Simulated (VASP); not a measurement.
# Zn2Sn5N (I4/mmm) in VASP: single point with PBE

Aim: the single point of Zn2Sn5N with PBE.

All numbers are computed with VASP 6.6.1; they aren't measurements. Logs are shortened: lines on timing, memory, paths and dates and some standing lists are left out, and cuts for length are marked.

## Step 1: The cell of the first run

It takes space group I4/mmm (No. 139, tetragonal). Conventional cell: a = 5.692 Å, b = 5.692 Å, c = 11.676 Å, α = 90.00°, β = 90.00°, γ = 90.00°. Zn (site symmetry mmm) has 8 Sn at 2.85 to 3.50 Å and 2 N at 2.85 Å within 3.7 Å. Sn (site symmetry 4mm) has 1 N at 2.03 Å within 2.7 Å. Sn (site symmetry -4m2) has 2 Zn at 2.92 Å and 4 Sn at 2.98 Å within 3.8 Å. Within 3.7 Å of Sn (site symmetry 4/mmm) lie 4 Zn at 2.85 Å. Within 2.7 Å of N (site symmetry 4/mmm) lie 2 Sn at 2.03 Å.

## Step 2: Single point, PBE

Contents of INCAR:

```
ALGO = Normal
EDIFF = 1E-6
ENCUT = 520
GGA = PE
ISIF = 2
ISMEAR = 0
LASPH = T
LCHARG = T
LELF = T
LREAL = F
LVHAR = T
LWAVE = F
NBANDS = 60
NELM = 100
PREC = Accurate
SIGMA = 0.2
```

Contents of KPOINTS:

```
k-points
0
Gamma
  4 4 4
```

Contents of POSCAR:

```
Zn2Sn5N
1.0
   -2.8459645458      2.8459645458      5.8377842142
    2.8459645458     -2.8459645458      5.8377842142
    2.8459645458      2.8459645458     -5.8377842142
Zn Sn N
2 5 1
Direct
    0.5000000000      0.0000000000      0.5000000000
    0.0000000000      0.5000000000      0.5000000000
    0.1739355450      0.1739355450      0.0000000000
    0.8260644550      0.8260644550      0.0000000000
    0.7500000000      0.2500000000      0.5000000000
    0.2500000000      0.7500000000      0.5000000000
    0.5000000000      0.5000000000      0.0000000000
    0.0000000000      0.0000000000      0.0000000000
```

Potentials or basis: VASP PAW PBE potentials, release 64 (Zn, Sn_d, N).

Launch:

```console
> cat potpaw_PBE.64/Zn/POTCAR potpaw_PBE.64/Sn_d/POTCAR potpaw_PBE.64/N/POTCAR > POTCAR
> mpirun -np 1 vasp_std > vasp.out
```

OUTCAR:

```text
EDIFF = 1E-6
   ENCUT = 520
   GGA = PE
   ISIF = 2
   ISMEAR = 0
   LASPH = T
   LREAL = F
   NELM = 100
   PREC = Accurate

 ion  position               nearest neighbor table
   1  0.500  0.000  0.500-   7 2.85   7 2.85   5 2.92   6 2.92
   2  0.000  0.500  0.500-   7 2.85   7 2.85   5 2.92   6 2.92
   3  0.174  0.174  0.000-   8 2.03   6 2.98   5 2.98   5 2.98   6 2.98
   4  0.826  0.826  0.000-   8 2.03   6 2.98   5 2.98   5 2.98   6 2.98
   5  0.750  0.250  0.500-   1 2.92   2 2.92   4 2.98   3 2.98   4 2.98   3 2.98
   6  0.250  0.750  0.500-   1 2.92   2 2.92   4 2.98   3 2.98   4 2.98   3 2.98
   7  0.500  0.500  0.000-   1 2.85   2 2.85   1 2.85   2 2.85
   8  0.000  0.000  0.000-   3 2.03   4 2.03

  LATTYP: Found a body centered tetragonal cell.
 ALAT       =     5.6919290916
 C/A-ratio  =     2.0512498031

  Lattice vectors:

 A1 = (  -2.8459645458,   2.8459645458,   5.8377842142)
 A2 = (   2.8459645458,  -2.8459645458,   5.8377842142)
 A3 = (   2.8459645458,   2.8459645458,  -5.8377842142)

Analysis of symmetry for initial positions (statically):
=====================================================================
 Subroutine PRICEL returns:
 Original cell was already a primitive cell.

 Routine SETGRP: Setting up the symmetry group for a
 body centered tetragonal supercell.

 Subroutine GETGRP returns: Found 16 space group operations
 (whereof 16 operations were pure point group operations)
 out of a pool of 16 trial point group operations.

The static configuration has the point symmetry D_4h.

Analysis of symmetry for dynamics (positions and initial velocities):
=====================================================================
 Subroutine PRICEL returns:
 Original cell was already a primitive cell.

 Routine SETGRP: Setting up the symmetry group for a
 body centered tetragonal supercell.

 Subroutine GETGRP returns: Found 16 space group operations
 (whereof 16 operations were pure point group operations)
 out of a pool of 16 trial point group operations.

The dynamic configuration has the point symmetry D_4h.

 Subroutine INISYM returns: Found 16 space group operations
 (whereof 16 operations are pure point group operations),
 and found     1 'primitive' translations

----------------------------------------------------------------------------------------

                                     Primitive cell

  volume of cell :     189.1329

  direct lattice vectors                    reciprocal lattice vectors
    -2.845964546  2.845964546  5.837784214     0.000000000  0.175687361  0.085648935
     2.845964546 -2.845964546  5.837784214     0.175687361  0.000000000  0.085648935
     2.845964546  2.845964546 -5.837784214     0.175687361  0.175687361  0.000000000

  length of vectors
     7.090751224  7.090751224  7.090751224     0.195452779  0.195452779  0.248459448

  position of ions in fractional coordinates (direct lattice)
     0.500000000  0.000000000  0.500000000
     0.000000000  0.500000000  0.500000000
     0.173935545  0.173935545  0.000000000
     0.826064455  0.826064455  0.000000000
     0.750000000  0.250000000  0.500000000
     0.250000000  0.750000000  0.500000000
     0.500000000  0.500000000  0.000000000
     0.000000000  0.000000000  0.000000000

  ion indices of the primitive-cell ions
   primitive index   ion index
                 1           1
                 2           2
                 3           3
                 4           4
                 5           5
                 6           6
                 7           7
                 8           8

----------------------------------------------------------------------------------------

 KPOINTS: k-points

Automatic generation of k-mesh.
 Grid dimensions read from file:
 generate k-points for:    4    4    4

 Generating k-lattice:

  Cartesian coordinates                     Fractional coordinates (reciprocal lattice)
     0.000000000  0.043921840  0.021412234     0.250000000  0.000000000  0.000000000
     0.043921840  0.000000000  0.021412234     0.000000000  0.250000000  0.000000000
     0.043921840  0.043921840  0.000000000     0.000000000  0.000000000  0.250000000

  Length of vectors
     0.048863195  0.048863195  0.062114862

  Shift w.r.t. Gamma in fractional coordinates (k-lattice)
     0.000000000  0.000000000  0.000000000

 Subroutine IBZKPT returns following result:
 ===========================================

 Found     13 irreducible k-points:

 Following reciprocal coordinates:
            Coordinates               Weight
  0.000000  0.000000  0.000000      1.000000
  0.250000  0.000000  0.000000      8.000000
  0.500000  0.000000  0.000000      4.000000
  0.250000  0.250000  0.000000      8.000000
  0.500000  0.250000  0.000000     16.000000
 -0.250000  0.250000  0.000000      4.000000
  0.500000  0.500000  0.000000      2.000000
  0.250000  0.250000  0.250000      2.000000
 -0.250000  0.250000  0.250000      4.000000
  0.500000  0.500000  0.250000      4.000000
 -0.250000  0.500000  0.250000      8.000000
 -0.250000 -0.250000  0.250000      2.000000
  0.500000  0.500000  0.500000      1.000000
   k-points           NKPTS =     13   k-points in BZ     NKDIM =     13   number of bands    NBANDS=     60
   number of dos      NEDOS =    301   number of ions     NIONS =      8
   total plane-waves  NPLWV = 157464
   dimension x,y,z NGX =    54 NGY =   54 NGZ =   54
   dimension x,y,z NGXF=   108 NGYF=  108 NGZF=  108
   ions per type =               2   5   1
   NGX,Y,Z   is equivalent  to a cutoff of  12.66, 12.66, 12.66 a.u.
   NGXF,Y,Z  is equivalent  to a cutoff of  25.32, 25.32, 25.32 a.u.
 SYSTEM =  unknown system
   PREC   = accura    normal or accurate (medium, high low for compatibility)
   ISTART =      0    job   : 0-new  1-cont  2-samecut
   ICHARG =      2    charge: 1-file 2-atom 10-const
   ISPIN  =      1    spin polarized calculation?
   LNONCOLLINEAR =      F non collinear calculations
   LSORBIT =      F    spin-orbit coupling
   LASPH  =      T    aspherical Exc in radial PAW
   ENCUT  =  520.0 eV  38.22 Ry    6.18 a.u.  13.18 13.18 13.18*2*pi/ulx,y,z
   NELM   =    100;   NELMIN=  2; NELMDL= -5     # of ELM steps
   EDIFF  = 0.1E-05   stopping-criterion for ELM
   LREAL  =      F    real-space projection
   EDIFFG = 0.1E-04   stopping-criterion for IOM
   NSW    =      0    number of steps for IOM
   IBRION =     -1    ionic relax: 0-MD 1-quasi-New 2-CG
   NFREE  =      0    steps in history (QN), initial steepest desc. (CG)
   ISIF   =      2    stress and relaxation
   ISYM   =      2    0-nonsym 1-usesym 2-fastsym
   POTIM  = 0.5000    time-step for ionic-motion
   TEBEG  =    0.0;   TEEND  =   0.0 temperature during run
   PSTRESS=    0.0 pullay stress
   NELECT =      99.0000    total number of electrons
   NUPDOWN=      -1.0000    fix difference up-down
   EMIN   =  10.00;   EMAX   =-10.00  energy-range for DOS
   EFERMI =   0.00;   METHOD = LEGACY
   ISMEAR =     0;   SIGMA  =   0.20  broadening in eV -4-tet -1-fermi 0-gaus
   EFERMI_NEDOS =   21; number of points for ismear=-14 and -15
   IALGO  =     38    algorithm
   IMIX   =      4    mixing-type and parameters
     AMIX     =   0.40;   BMIX     =  1.00
     AMIX_MAG =   1.60;   BMIX_MAG =  1.00
  volume/ion in A,a.u.               =      23.64       159.54
  Fermi-wavevector in a.u.,A,eV,Ry     =   1.319363  2.493234 23.683908  1.740718
  Thomas-Fermi vector in A             =   2.449266
   LORBIT       =      0    0 simple, 1 ext, 2 COOP (PROOUT), +10 PAW based schemes
   GGA     = PE    functional components
   LHFCALC =     F    Hartree Fock is set to
   AEXX    =    0.0000 exact exchange contribution
   IVDW    =     0    specifies the selected vdW correction
   LEPSILON=     F    determine dielectric tensor
   LRPA    =     F    only Hartree local field effects (RPA)
 non-spin polarized calculation
 Gauss-broadening in eV      SIGMA  =   0.20
  energy-cutoff  :      520.00
  volume of cell :      189.13
 maximum number of plane-waves:      5130
 NGX is ok and might be reduce to    54
   NGX = 27   NGY = 27   NGZ = 27

 number of electron      99.0000013 magnetization

 Free energy of the ion-electron system (eV)
  ---------------------------------------------------
  ext. energy  EPLUGINS =         0.00000000
  ---------------------------------------------------
  free energy    TOTEN  =       -27.11817910 eV

  energy without entropy =      -27.03737140  energy(sigma->0) =      -27.07777525

 E-fermi :   5.8245     XC(G=0): -10.1232

 val. band max:        5.8046905528   @ k =   0.5000   0.2500   0.0000
 cond. band min:       5.8403710055   @ k =   0.0000   0.0000   0.0000
 fundamental gap:      0.0356804527
 Fermi energy:         5.8245435180

 k-point     1 :       0.0000    0.0000    0.0000
  band No.  band energies     occupation
      1     -15.7396      2.00000
      2     -15.6104      2.00000
      3     -15.5820      2.00000
      4     -15.5811      2.00000
      5     -15.5753      2.00000
      6     -15.4853      2.00000
[... 52 lines left out ...]
     59      11.3004      0.00000
     60      11.3004      0.00000

 k-point     2 :       0.2500    0.0000    0.0000
  band No.  band energies     occupation
      1     -15.7201      2.00000
      2     -15.6078      2.00000
      3     -15.5935      2.00000
      4     -15.5890      2.00000
      5     -15.5690      2.00000
      6     -15.4898      2.00000
[... 52 lines left out ...]
     59      10.8836      0.00000
     60      11.3585      0.00000

 k-point     3 :       0.5000    0.0000    0.0000
  band No.  band energies     occupation
      1     -15.6627      2.00000
      2     -15.6623      2.00000
      3     -15.6119      2.00000
      4     -15.5596      2.00000
      5     -15.5369      2.00000
      6     -15.5365      2.00000
[... 619 lines left out ...]
     59      10.4451      0.00000
     60      11.7096      0.00000

 k-point    13 :       0.5000    0.5000    0.5000
  band No.  band energies     occupation
      1     -15.7393      2.00000
      2     -15.6310      2.00000
      3     -15.6100      2.00000
      4     -15.5757      2.00000
      5     -15.4996      2.00000
      6     -15.4895      2.00000
[... 52 lines left out ...]
     59      10.3843      0.00000
     60      11.5401      0.00000

------------------------ aborting loop because EDIFF is reached ----------------------------------------

  FORCE on cell =-STRESS in cart. coord.  units (eV):
  Direction    XX          YY          ZZ          XY          YZ          ZX
  --------------------------------------------------------------------------------------
  -------------------------------------------------------------------------------------
  Total        0.7022757      0.7022757      0.3394105      0.0000000      0.0000000     -0.0000000
  in kB        5.9490991      5.9490991      2.8752051      0.0000000      0.0000000     -0.0000000
  external PRESSURE =       4.9244677 kB  Pullay stress =       0.0000000 kB

 VOLUME and BASIS-vectors are now :
 -----------------------------------------------------------------------------
  energy-cutoff  :      520.00
  volume of cell :      189.13
      direct lattice vectors                 reciprocal lattice vectors
    -2.845964546  2.845964546  5.837784214     0.000000000  0.175687361  0.085648935
     2.845964546 -2.845964546  5.837784214     0.175687361  0.000000000  0.085648935
     2.845964546  2.845964546 -5.837784214     0.175687361  0.175687361  0.000000000

 POSITION                                       TOTAL-FORCE (eV/Angst)
 -----------------------------------------------------------------------------------
      0.00000      2.84596      0.00000         0.000000      0.000000     -0.000000
      2.84596      0.00000      0.00000         0.000000      0.000000     -0.000000
      0.00000      0.00000      2.03080         0.000000      0.000000     -0.025325
      0.00000      0.00000      9.64477        -0.000000     -0.000000      0.025325
     -0.00000      2.84596      2.91889         0.000000      0.000000     -0.000000
      2.84596     -0.00000      2.91889         0.000000      0.000000     -0.000000
      0.00000      0.00000      5.83778         0.000000      0.000000     -0.000000
      0.00000      0.00000      0.00000         0.000000      0.000000     -0.000000
 -----------------------------------------------------------------------------------
    total drift:                                0.000000      0.000000      0.000000

  FREE ENERGIE OF THE ION-ELECTRON SYSTEM (eV)
  ---------------------------------------------------
  free  energy   TOTEN  =       -27.1181790963 eV

  energy  without entropy=      -27.0373714046  energy(sigma->0) =      -27.07777525
```

Run time: 2.7 min. Hardware: 1 thread of Intel Xeon Platinum 8559C (Emerald Rapids), shared host; peak memory 0.45 GiB.

What came out:

- Free energy: -27.1182 eV
- Pressure: 0.5 GPa
- Largest force: 0.025 eV/Å

Forces on the atoms (eV/Å):
```
Zn   0.000  0.000  0.000
Zn   0.000  0.000  0.000
Sn   0.000  0.000 -0.025
Sn   0.000  0.000  0.025
Sn   0.000  0.000  0.000
Sn   0.000  0.000  0.000
Sn   0.000  0.000  0.000
N    0.000  0.000  0.000
```

Stress tensor (GPa, compression positive):
```
0.59 0.00 0.00
0.00 0.59 0.00
0.00 0.00 0.29
```

Caveat: the k points lie up to 0.39 Å⁻¹ apart; spin-orbit coupling is left out, which moves the levels of the heavy elements.
